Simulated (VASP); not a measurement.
Here is a VASP 6.6.1 calculation.

INCAR

```
SYSTEM = NiO
PREC = Accurate ; ENCUT = 600
EDIFF = 1E-7 ; ISMEAR = 0
SIGMA = 0.01 ; LREAL = .False.
LASPH = .True. ; NELM = 150
ALGO = Normal ; ISIF = 3
LWAVE = .False. ; LCHARG = .False.
ISPIN = 2 ; MAGMOM = 2 -2 0 0
LORBIT = 11 ; LMAXMIX = 4
LDAU = .True. ; LDAUTYPE = 2
LDAUL = 2 -1 ; LDAUU = 4 0
LDAUJ = 0 0 ; LDAUPRINT = 1
GGA = PE ; IBRION = 2
NSW = 80 ; EDIFFG = -0.003
```

The input KPOINTS:

```
regular mesh
0
Gamma
  6 6 6
  0 0 0
```

Contents of POSCAR:

```
NiO
1.0
    2.0885000000      2.0885000000      4.1770000000
    4.1770000000      2.0885000000      2.0885000000
    2.0885000000      4.1770000000      2.0885000000
Ni O
2 2
Direct
    0.0000000000      0.0000000000      0.0000000000
    0.5000000000      0.5000000000      0.5000000000
    0.2500000000      0.2500000000      0.2500000000
    0.7500000000      0.7500000000      0.7500000000
```

Potentials or basis: VASP PAW PBE potentials, release 64 (Ni, O).

Run with:

```bash
$ cat potpaw_PBE.64/Ni/POTCAR potpaw_PBE.64/O/POTCAR > POTCAR
$ mpirun -np 1 vasp_std > vasp.out
```

Q: What does it give for the space group after relaxing (to 0.05 Å)?

A: Fm-3m (No. 225).

Q: Estimate the relaxed volume.

A: 9.19 Å³/atom.

Eigenvalues of the final occupation matrices:
```
    site  spin  trace               eigenvalues
site 1 d     1   4.96  0.98 0.98 0.98 1.02 1.02
site 1 d     2   3.30  0.19 0.19 0.97 0.97 0.97
site 2 d     1   3.30  0.19 0.19 0.97 0.97 0.97
site 2 d     2   4.96  0.98 0.98 0.98 1.02 1.02
```

The state reached can hang on the start; a lower one may exist.
